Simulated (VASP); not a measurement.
Input of a VASP 6.6.1 run:

File INCAR:

```
PREC = Accurate ; ENCUT = 520
EDIFF = 1E-6 ; ISMEAR = 0
SIGMA = 0.15 ; LREAL = False
LASPH = True ; NELM = 100
ALGO = Normal ; ISIF = 2
LWAVE = False ; LCHARG = False
GGA = CA ; NBANDS = 16
```

Contents of KPOINTS:

```
regular mesh
0
Gamma
  15 15 12
```

File POSCAR:

```
ZrB2
1.0
    3.1639000000      0.0000000000      0.0000000000
   -1.5819500000      2.7400177750      0.0000000000
    0.0000000000      0.0000000000      3.3145000000
Zr B
1 2
Direct
    0.0000000000      0.0000000000      0.0000000000
    0.3333333333      0.6666666667      0.5000000000
    0.6666666667      0.3333333333      0.5000000000
```

Potentials or basis: VASP PAW LDA potentials, release 64 (Zr_sv, B).

Run with:

```bash
$ cat potpaw_LDA.64/Zr_sv/POTCAR potpaw_LDA.64/B/POTCAR > POTCAR
$ mpirun -np 1 vasp_std > vasp.out
```

(1) Predict the band gap on the k mesh.

(2) Predict the pressure.

Answers

(1) zero (bands 9 and 10 overlap by 0.94 eV).

(2) 8.9 GPa.

Caveat: the cell stands under pressure.
